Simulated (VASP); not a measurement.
Wanted: the native input for a VASP 6.6.1 run.

- Task: dielectric tensor
- Functional: LDA
- Potentials or basis: VASP PAW LDA potentials, release 64 (Cu, I)
- Cutoff: 520 eV
- k mesh: 6 × 6 × 4
- Occupations: gaussian, width 0.01 eV
- Spin: no spin polarisation
- Dipole correction: no
- Further INCAR settings: ALGO = Normal; EDIFF = 1e-08

The structure of CuI lies in POSCAR:

```
CuI
1.0
    4.1286180000      0.0000000000      0.0000000000
   -2.0643090000      3.5754880000      0.0000000000
    0.0000000000      0.0000000000      7.4781060000
Cu I
2 2
Direct
    0.6666666667      0.3333333333      0.5899520000
    0.3333333333      0.6666666667      0.4100480000
    0.3333333333      0.6666666667      0.7547480000
    0.6666666667      0.3333333333      0.2452520000
```

The input as run:

INCAR

```
PREC = Accurate ; ENCUT = 520
EDIFF = 1E-8 ; ISMEAR = 0
SIGMA = 0.01 ; LREAL = F
LASPH = T ; NELM = 60
ALGO = Normal ; ISIF = 2
LWAVE = F ; LCHARG = F
LEPSILON = T
```

KPOINTS

```
Automatic mesh
0
Gamma
  6 6 4
```

Potentials or basis: VASP PAW LDA potentials, release 64 (Cu, I).

Run with:

```bash
$ cat potpaw_LDA.64/Cu/POTCAR potpaw_LDA.64/I/POTCAR > POTCAR
$ mpirun -np 1 vasp_std > vasp.out
```

It gave:

```json
{
  "Band gap on the k mesh": "1.51 eV",
  "Electronic dielectric tensor (diagonal)": "6.23, 6.23, 4.92",
  "Born charges (mean of the diagonal)": "Cu +0.97; I -0.97 e"
}
```

Caveat: spin-orbit coupling is left out, which moves the levels of the heavy elements.

It took 17 min on 1 thread of Intel(R) Xeon(R) Platinum 8375C CPU @ 2.90GHz (Ice Lake), with other jobs on the host, peak memory 0.45 GiB.
